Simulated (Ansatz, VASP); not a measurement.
**Two plane-wave programs on KBr**

File POSCAR:

```
KBr
1.0
    0.0000000000      3.3024386828      3.3024386828
    3.3024386828      0.0000000000      3.3024386828
    3.3024386828      3.3024386828      0.0000000000
K Br
1 1
Direct
    0.0000000000      0.0000000000      0.0000000000
    0.5000000000      0.5000000000      0.5000000000
```

Contents of INCAR.step1:

```
SYSTEM = KBr
PREC     = Accurate       ! precision mode
ENCUT    = 520            ! plane-wave cutoff, eV
EDIFF    = 1E-5           ! SCF threshold, eV
ISMEAR   = 0              ! smearing method
SIGMA    = 0.01           ! smearing width, eV
LREAL    = .False.        ! projectors in reciprocal space
LASPH    = .True.         ! aspherical terms in the spheres
NELM     = 100            ! most SCF steps
ALGO     = Normal         ! electronic algorithm
ISIF     = 2              ! what is computed and relaxed
LWAVE    = .True.         ! write WAVECAR
NBANDS   = 15             ! bands
GGA      = PE             ! functional
```

File INCAR.step2:

```
SYSTEM = KBr
PREC     = Accurate       ! precision mode
ENCUT    = 520            ! plane-wave cutoff, eV
EDIFF    = 1E-6           ! SCF threshold, eV
ISMEAR   = 0              ! smearing method
SIGMA    = 0.01           ! smearing width, eV
LREAL    = .False.        ! projectors in reciprocal space
LASPH    = .True.         ! aspherical terms in the spheres
NELM     = 100            ! most SCF steps
ALGO     = Normal         ! electronic algorithm
ISIF     = 2              ! what is computed and relaxed
LWAVE    = .False.        ! write WAVECAR
LCHARG   = .True.         ! write CHGCAR
GGA      = PE             ! functional
LHFCALC  = .True.         ! exact exchange
AEXX     = 0.4            ! exact-exchange fraction
HFSCREEN = 0.2078         ! screening, 1/A
PRECFOCK = Normal       
LELF     = .True.         ! ELF
LVHAR    = .True.       
NBANDS   = 15             ! bands
ISTART   = 1
```

The input KPOINTS:

```
regular mesh
0
Gamma
  4 4 4
  0 0 0
```

Input for Ansatz:

```yaml
crystal:
  lattice:
    - [0.0, 3.3024386828, 3.3024386828]
    - [3.3024386828, 0.0, 3.3024386828]
    - [3.3024386828, 3.3024386828, 0.0]
  atoms:
    - { symbol: K, position: [0.0, 0.0, 0.0] }
    - { symbol: Br, position: [0.5, 0.5, 0.5] }
kpoints:
  mp_grid: { grid: [4, 4, 4] }
hamiltonian:
  xc:
    exchange: pbe
    correlation: pbe
    exx: { coeff: 0.4, omega: 0.2078 }
scf:
  occupations: { method: fixed }
  n_extra_bands: 4
output:
  forces: true
  stress: true
  eigenvalues: true
```

Alike in both runs: task single point; functional PBE-based screened hybrid; k mesh 4 × 4 × 4; no spin polarisation.

```csv
,VASP,Ansatz
version,VASP 6.6.1,Ansatz 0.2.0
potentials or method,"VASP PAW PBE potentials, release 64 (K_sv, Br)",plane waves
plane-wave cutoff (eV),520,420
occupations,"gaussian, width 0.01 eV",fixed
valence electrons in the cell,16,16
```

```csv
,VASP,Ansatz,Ansatz less VASP
gap on the k mesh at the Fermi level (eV),6.31,6.32,+0.005
pressure (GPa),0.3,0.3,-0.01
```

VASP's potentials were made for PBE, not for PBE-based screened hybrid. Ansatz's warnings: stress exchange threshold loose, stress scf threshold loose.
